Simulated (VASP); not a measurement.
# BaCu3 (Pm-3m) in VASP: further runs, part 2 of 2

VASP 6.6.1. Earlier steps stand in the parts before.

### 3 Single point, PBE

Input file INCAR:

```
SYSTEM = BaCu3
  PREC = Accurate
  ENCUT = 820
  EDIFF = 1E-6
  ISMEAR = 0
  SIGMA = 0.1
  LREAL = .FALSE.
  LASPH = .TRUE.
  NELM = 120
  ALGO = Normal
  ISIF = 2
  LWAVE = .FALSE.
  LCHARG = .TRUE.
  GGA = PE
  LELF = .TRUE.
  LVHAR = .TRUE.
  NBANDS = 42
  GGA_COMPAT = .FALSE.
```

Input file KPOINTS:

```
Automatic mesh
0
G
  4 4 4
  0 0 0
```

Input file POSCAR:

```
BaCu3
1.0
    4.2035369719      0.0000000000      0.0000000000
    0.0000000000      4.2035369719      0.0000000000
    0.0000000000      0.0000000000      4.2035369719
Ba Cu
1 3
Direct
    0.0000000000      0.0000000000      0.0000000000
    0.0000000000      0.5000000000      0.5000000000
    0.5000000000      0.0000000000      0.5000000000
    0.5000000000      0.5000000000      0.0000000000
```

Potentials or basis: VASP PAW PBE potentials, release 64 (Ba_sv, Cu_sv_GW).

Run with:

```console
cat potpaw_PBE.64/Ba_sv/POTCAR potpaw_PBE.64/Cu_sv_GW/POTCAR > POTCAR
mpirun -np 1 vasp_std > vasp.out
```

OUTCAR:

```text
SYSTEM = BaCu3
   PREC = Accurate
   ENCUT = 820
   EDIFF = 1E-6
   ISMEAR = 0
   LREAL = .FALSE.
   LASPH = .TRUE.
   NELM = 120
   ISIF = 2
   GGA = PE

 ion  position               nearest neighbor table
   1  0.000  0.000  0.000-   2 2.97   3 2.97   4 2.97   2 2.97   3 2.97   2 2.97   4 2.97   2 2.97
                             3 2.97   4 2.97   3 2.97   4 2.97
   2  0.000  0.500  0.500-   1 2.97   1 2.97   1 2.97   1 2.97
   3  0.500  0.000  0.500-   1 2.97   1 2.97   1 2.97   1 2.97
   4  0.500  0.500  0.000-   1 2.97   1 2.97   1 2.97   1 2.97

  LATTYP: Found a simple cubic cell.
 ALAT       =     4.2035369719

  Lattice vectors:

 A1 = (   4.2035369719,   0.0000000000,   0.0000000000)
 A2 = (   0.0000000000,   4.2035369719,   0.0000000000)
 A3 = (   0.0000000000,   0.0000000000,   4.2035369719)

Analysis of symmetry for initial positions (statically):
=====================================================================
 Subroutine PRICEL returns:
 Original cell was already a primitive cell.

 Routine SETGRP: Setting up the symmetry group for a
 simple cubic supercell.

 Subroutine GETGRP returns: Found 48 space group operations
 (whereof 48 operations were pure point group operations)
 out of a pool of 48 trial point group operations.

The static configuration has the point symmetry O_h .

Analysis of symmetry for dynamics (positions and initial velocities):
=====================================================================
 Subroutine PRICEL returns:
 Original cell was already a primitive cell.

 Routine SETGRP: Setting up the symmetry group for a
 simple cubic supercell.

 Subroutine GETGRP returns: Found 48 space group operations
 (whereof 48 operations were pure point group operations)
 out of a pool of 48 trial point group operations.

The dynamic configuration has the point symmetry O_h .

 Subroutine INISYM returns: Found 48 space group operations
 (whereof 48 operations are pure point group operations),
 and found     1 'primitive' translations

----------------------------------------------------------------------------------------

                                     Primitive cell

  volume of cell :      74.2753

  direct lattice vectors                    reciprocal lattice vectors
     4.203536972  0.000000000  0.000000000     0.237894898  0.000000000  0.000000000
     0.000000000  4.203536972  0.000000000     0.000000000  0.237894898  0.000000000
     0.000000000  0.000000000  4.203536972     0.000000000  0.000000000  0.237894898

  length of vectors
     4.203536972  4.203536972  4.203536972     0.237894898  0.237894898  0.237894898

  position of ions in fractional coordinates (direct lattice)
     0.000000000  0.000000000  0.000000000
     0.000000000  0.500000000  0.500000000
     0.500000000  0.000000000  0.500000000
     0.500000000  0.500000000  0.000000000

  ion indices of the primitive-cell ions
   primitive index   ion index
                 1           1
                 2           2
                 3           3
                 4           4

----------------------------------------------------------------------------------------

 KPOINTS: Automatic mesh

Automatic generation of k-mesh.
 Grid dimensions read from file:
 generate k-points for:    4    4    4

 Generating k-lattice:

  Cartesian coordinates                     Fractional coordinates (reciprocal lattice)
     0.059473725  0.000000000  0.000000000     0.250000000  0.000000000  0.000000000
     0.000000000  0.059473725  0.000000000     0.000000000  0.250000000  0.000000000
     0.000000000  0.000000000  0.059473725     0.000000000  0.000000000  0.250000000

  Length of vectors
     0.059473725  0.059473725  0.059473725

  Shift w.r.t. Gamma in fractional coordinates (k-lattice)
     0.000000000  0.000000000  0.000000000

 Subroutine IBZKPT returns following result:
 ===========================================

 Found     10 irreducible k-points:

 Following reciprocal coordinates:
            Coordinates               Weight
  0.000000  0.000000  0.000000      1.000000
  0.250000  0.000000  0.000000      6.000000
  0.500000  0.000000  0.000000      3.000000
  0.250000  0.250000  0.000000     12.000000
  0.500000  0.250000  0.000000     12.000000
  0.500000  0.500000  0.000000      3.000000
  0.250000  0.250000  0.250000      8.000000
  0.500000  0.250000  0.250000     12.000000
  0.500000  0.500000  0.250000      6.000000
  0.500000  0.500000  0.500000      1.000000
   k-points           NKPTS =     10   k-points in BZ     NKDIM =     10   number of bands    NBANDS=     42
   number of dos      NEDOS =    301   number of ions     NIONS =      4
   total plane-waves  NPLWV =  64000
   dimension x,y,z NGX =    40 NGY =   40 NGZ =   40
   dimension x,y,z NGXF=    80 NGYF=   80 NGZF=   80
   ions per type =               1   3
   NGX,Y,Z   is equivalent  to a cutoff of  15.82, 15.82, 15.82 a.u.
   NGXF,Y,Z  is equivalent  to a cutoff of  31.64, 31.64, 31.64 a.u.
 SYSTEM =  BaCu3
   PREC   = accura    normal or accurate (medium, high low for compatibility)
   ISTART =      0    job   : 0-new  1-cont  2-samecut
   ICHARG =      2    charge: 1-file 2-atom 10-const
   ISPIN  =      1    spin polarized calculation?
   LNONCOLLINEAR =      F non collinear calculations
   LSORBIT =      F    spin-orbit coupling
   LASPH  =      T    aspherical Exc in radial PAW
   ENCUT  =  820.0 eV  60.27 Ry    7.76 a.u.   9.81  9.81  9.81*2*pi/ulx,y,z
   NELM   =    120;   NELMIN=  2; NELMDL= -5     # of ELM steps
   EDIFF  = 0.1E-05   stopping-criterion for ELM
   LREAL  =      F    real-space projection
   EDIFFG = 0.1E-04   stopping-criterion for IOM
   NSW    =      0    number of steps for IOM
   IBRION =     -1    ionic relax: 0-MD 1-quasi-New 2-CG
   NFREE  =      0    steps in history (QN), initial steepest desc. (CG)
   ISIF   =      2    stress and relaxation
   ISYM   =      2    0-nonsym 1-usesym 2-fastsym
   POTIM  = 0.5000    time-step for ionic-motion
   TEBEG  =    0.0;   TEEND  =   0.0 temperature during run
   PSTRESS=    0.0 pullay stress
   NELECT =      67.0000    total number of electrons
   NUPDOWN=      -1.0000    fix difference up-down
   EMIN   =  10.00;   EMAX   =-10.00  energy-range for DOS
   EFERMI =   0.00;   METHOD = LEGACY
   ISMEAR =     0;   SIGMA  =   0.10  broadening in eV -4-tet -1-fermi 0-gaus
   EFERMI_NEDOS =   21; number of points for ismear=-14 and -15
   IALGO  =     38    algorithm
   IMIX   =      4    mixing-type and parameters
     AMIX     =   0.40;   BMIX     =  1.00
     AMIX_MAG =   1.60;   BMIX_MAG =  1.00
  volume/ion in A,a.u.               =      18.57       125.31
  Fermi-wavevector in a.u.,A,eV,Ry     =   1.581800  2.989168 34.043016  2.502091
  Thomas-Fermi vector in A             =   2.681820
   LORBIT       =      0    0 simple, 1 ext, 2 COOP (PROOUT), +10 PAW based schemes
   GGA     = PE    functional components
   LHFCALC =     F    Hartree Fock is set to
   AEXX    =    0.0000 exact exchange contribution
   IVDW    =     0    specifies the selected vdW correction
   LEPSILON=     F    determine dielectric tensor
   LRPA    =     F    only Hartree local field effects (RPA)
 non-spin polarized calculation
 Gauss-broadening in eV      SIGMA  =   0.10
  energy-cutoff  :      820.00
  volume of cell :       74.28
 maximum number of plane-waves:      3984
 NGX is ok and might be reduce to    40
   NGX = 19   NGY = 19   NGZ = 19

 number of electron      66.9999945 magnetization

 Free energy of the ion-electron system (eV)
  ---------------------------------------------------
  ext. energy  EPLUGINS =         0.00000000
  ---------------------------------------------------
  free energy    TOTEN  =       -10.63598375 eV

  energy without entropy =      -10.60390616  energy(sigma->0) =      -10.61994496

 E-fermi :   5.0574     XC(G=0): -11.2532

 val. band max:        4.9370591462   @ k =   0.2500   0.2500   0.2500
 cond. band min:       5.0653128853   @ k =   0.2500   0.2500   0.0000
 fundamental gap:      0.1282537390
 Fermi energy:         5.0574421887

 k-point     1 :       0.0000    0.0000    0.0000
  band No.  band energies     occupation
      1    -107.4472      2.00000
      2    -107.4460      2.00000
      3    -107.4460      2.00000
      4     -64.8956      2.00000
      5     -64.8956      2.00000
      6     -64.8956      2.00000
[... 439 lines left out ...]
     41      14.9704      0.00000
     42      15.5162      0.00000

------------------------ aborting loop because EDIFF is reached ----------------------------------------

  FORCE on cell =-STRESS in cart. coord.  units (eV):
  Direction    XX          YY          ZZ          XY          YZ          ZX
  --------------------------------------------------------------------------------------
  -------------------------------------------------------------------------------------
  Total        3.6779244      3.6779244      3.6779244      0.0000000      0.0000000      0.0000000
  in kB       79.3357192     79.3357192     79.3357192      0.0000000      0.0000000      0.0000000
  external PRESSURE =      79.3357192 kB  Pullay stress =       0.0000000 kB

 VOLUME and BASIS-vectors are now :
 -----------------------------------------------------------------------------
  energy-cutoff  :      820.00
  volume of cell :       74.28
      direct lattice vectors                 reciprocal lattice vectors
     4.203536972  0.000000000  0.000000000     0.237894898  0.000000000  0.000000000
     0.000000000  4.203536972  0.000000000     0.000000000  0.237894898  0.000000000
     0.000000000  0.000000000  4.203536972     0.000000000  0.000000000  0.237894898

 POSITION                                       TOTAL-FORCE (eV/Angst)
 -----------------------------------------------------------------------------------
      0.00000      0.00000      0.00000         0.000000      0.000000      0.000000
      0.00000      2.10177      2.10177         0.000000      0.000000      0.000000
      2.10177      0.00000      2.10177         0.000000      0.000000      0.000000
      2.10177      2.10177      0.00000         0.000000      0.000000      0.000000
 -----------------------------------------------------------------------------------
    total drift:                               -0.000000     -0.000000     -0.000000

  FREE ENERGIE OF THE ION-ELECTRON SYSTEM (eV)
  ---------------------------------------------------
  free  energy   TOTEN  =       -10.6359837508 eV

  energy  without entropy=      -10.6039061611  energy(sigma->0) =      -10.61994496
```

OSZICAR:

```text
N       E                     dE             d eps       ncg     rms          rms(c)
DAV:   1     0.196004952964E+04    0.19600E+04   -0.48871E+04  1120   0.563E+03
DAV:   2     0.282238336146E+03   -0.16778E+04   -0.16329E+04  1132   0.133E+03
DAV:   3     0.158483421115E+02   -0.26639E+03   -0.24716E+03  1484   0.789E+02
DAV:   4    -0.122882068747E+02   -0.28137E+02   -0.27130E+02  1656   0.310E+02
DAV:   5    -0.142904092979E+02   -0.20022E+01   -0.19697E+01  1600   0.585E+01    0.204E+01
DAV:   6    -0.188432607515E+02   -0.45529E+01   -0.87179E+01  1304   0.387E+02    0.192E+01
DAV:   7    -0.106766683418E+02    0.81666E+01   -0.30347E+01  1360   0.224E+02    0.504E+00
DAV:   8    -0.106530633650E+02    0.23605E-01   -0.23199E+00  1624   0.460E+01    0.294E+00
DAV:   9    -0.106390213966E+02    0.14042E-01   -0.24483E-01  1568   0.159E+01    0.527E-01
DAV:  10    -0.106357594729E+02    0.32619E-02   -0.22756E-02  1592   0.556E+00    0.150E-01
DAV:  11    -0.106360525245E+02   -0.29305E-03   -0.20507E-03  1672   0.568E-01    0.756E-02
DAV:  12    -0.106359897130E+02    0.62812E-04   -0.23267E-04  1512   0.504E-01    0.238E-02
DAV:  13    -0.106359858379E+02    0.38750E-05   -0.72256E-05  1480   0.261E-01    0.127E-02
DAV:  14    -0.106359846785E+02    0.11594E-05   -0.16202E-06   776   0.514E-02    0.682E-03
DAV:  15    -0.106359837508E+02    0.92771E-06   -0.21525E-06   856   0.431E-02
   1 F= -.10635984E+02 E0= -.10619945E+02  d E =-.320776E-01
```

stdout:

```text
POSCAR found type information on POSCAR BaCu
 POSCAR found :  2 types and       4 ions
 scaLAPACK will be used
 LDA part: xc-table for (Slater+PW92), standard interpolation
 POSCAR, INCAR and KPOINTS ok, starting setup
 FFT: planning ... GRIDC
 FFT: planning ... GRID_SOFT
 FFT: planning ... GRID
 WAVECAR not read
 entering main loop
```

It took 56 s on 1 thread of Intel Xeon Platinum 8488C (Sapphire Rapids), shared host; peak memory 0.28 GiB.

What came out:

* Free energy: -10.6360 eV
* Pressure: 7.9 GPa
* Band gap on the k mesh: zero (an odd number of electrons rules out a gap without spin polarisation)

Levels at points of the mesh, in eV from the Fermi level:
```
           k point  band 29  band 30  band 31  band 32  band 33  band 34  band 35  band 36  band 37  band 38
(0.00, 0.00, 0.00)    -2.23    -1.96    -1.96    -1.96     0.90     0.90     2.67     2.67     2.67     5.71
(0.50, 0.00, 0.00)    -2.50    -2.32    -2.21    -2.03    -1.96     1.09     1.09     1.14     3.49     5.71
(0.50, 0.50, 0.00)    -2.58    -2.34    -2.34    -2.33    -1.04     0.06     0.06     2.19     2.19     5.46
(0.50, 0.50, 0.50)    -2.10    -2.10    -2.10    -0.81    -0.39    -0.39    -0.39     2.75     2.75     2.75
```

Caveat: the k points lie up to 0.37 Å⁻¹ apart, too coarse for converged energies and pressures of a metal; spin-orbit coupling is left out, which moves the levels of the heavy elements.

### 4 Relaxation of cell and atoms, PBE

This run uses another cell than the first one, of 22.00 Å³/atom.

Input file INCAR:

```
SYSTEM = BaCu3
  PREC = Accurate
  ENCUT = 820
  EDIFF = 1E-7
  ISMEAR = 0
  SIGMA = 0.1
  LREAL = .FALSE.
  LASPH = .TRUE.
  NELM = 120
  ALGO = Normal
  ISIF = 3
  LWAVE = .FALSE.
  LCHARG = .FALSE.
  GGA = PE
  IBRION = 2
  NSW = 100
  EDIFFG = -0.01
  GGA_COMPAT = .FALSE.
  NELMIN = 4
```

Input file KPOINTS:

```
Automatic mesh
0
G
  10 10 10
  0 0 0
```

Input file POSCAR:

```
BaCu3
1.0
    4.4480391564      0.0000000000      0.0000000000
    0.0000000000      4.4480391564      0.0000000000
    0.0000000000      0.0000000000      4.4480391564
Ba Cu
1 3
Direct
    0.0000000000      0.0000000000      0.0000000000
    0.0000000000      0.5000000000      0.5000000000
    0.5000000000      0.0000000000      0.5000000000
    0.5000000000      0.5000000000      0.0000000000
```

Run with:

```console
cat potpaw_PBE.64/Ba_sv/POTCAR potpaw_PBE.64/Cu_sv_GW/POTCAR > POTCAR
mpirun -np 1 vasp_std > vasp.out
```

Wall time 6.3 min (1 thread of Intel Xeon Platinum 8559C (Emerald Rapids), shared host); peak memory 0.53 GiB.

The run converged. Its results:

- Free energy: -11.1188 eV
- Pressure after relaxing: 0.1 GPa
- Band gap on the k mesh: zero (an odd number of electrons rules out a gap without spin polarisation)

Final structure:
```yaml
crystal:
  lattice:
    - [4.44804, 0.00000, 0.00000]
    - [0.00000, 4.44804, 0.00000]
    - [0.00000, 0.00000, 4.44804]
  atoms:
    - { symbol: Ba, position: [0.00000, 0.00000, 0.00000] }
    - { symbol: Cu, position: [0.00000, 0.50000, 0.50000] }
    - { symbol: Cu, position: [0.50000, 0.00000, 0.50000] }
    - { symbol: Cu, position: [0.50000, 0.50000, 0.00000] }
```

Levels at points of the mesh, in eV from the Fermi level:
| k point | band 32 | band 33 | band 34 | band 35 | band 36 | band 37 |
| --- | --- | --- | --- | --- | --- | --- |
| (0.00, 0.00, 0.00) | -1.68 | 0.79 | 0.79 | 2.46 | 2.46 | 2.46 |
| (0.50, 0.00, 0.00) | -1.87 | -1.68 | 1.25 | 1.26 | 1.26 | 2.85 |
| (0.50, 0.50, 0.00) | -1.96 | -0.75 | -0.29 | -0.29 | 2.19 | 2.19 |
| (0.50, 0.50, 0.50) | -0.40 | -0.40 | -0.40 | -0.27 | 2.14 | 2.14 |

Caveat: the relaxation stopped at its first step, so nothing moved; spin-orbit coupling is left out, which moves the levels of the heavy elements.

### 5 Overview

| task | cell | k mesh | gap on the mesh (eV) | pressure (GPa) |
| --- | --- | --- | --- | --- |
| relaxation of cell and atoms | relaxed from a = 4.204 Å, 4 atoms | 4 × 4 × 4 | none | -0.2 |
| single point | a = 4.204 Å, 4 atoms | 4 × 4 × 4 | none | 7.9 |
| relaxation of cell and atoms | relaxed from a = 4.448 Å, 4 atoms | 10 × 10 × 10 | none | 0.1 |

Alike in all rows: level PBE; potentials or basis VASP PAW PBE potentials, release 64 (Ba_sv, Cu_sv_GW); no spin polarisation; cutoff (eV) 820; smearing gaussian 0.1 eV.

Caveats: some runs use coarse meshes; spin-orbit coupling is left out, which moves the levels of the heavy elements; the volume moved by over 15 % at a fixed basis, so the end points are rough (at least some runs); the relaxation stopped at its first step, so nothing moved (at least some runs).

Absolute energies hang on the potentials; compare differences alone.

The gap in the log of VASP goes by the Fermi energy; the results here count the filled bands.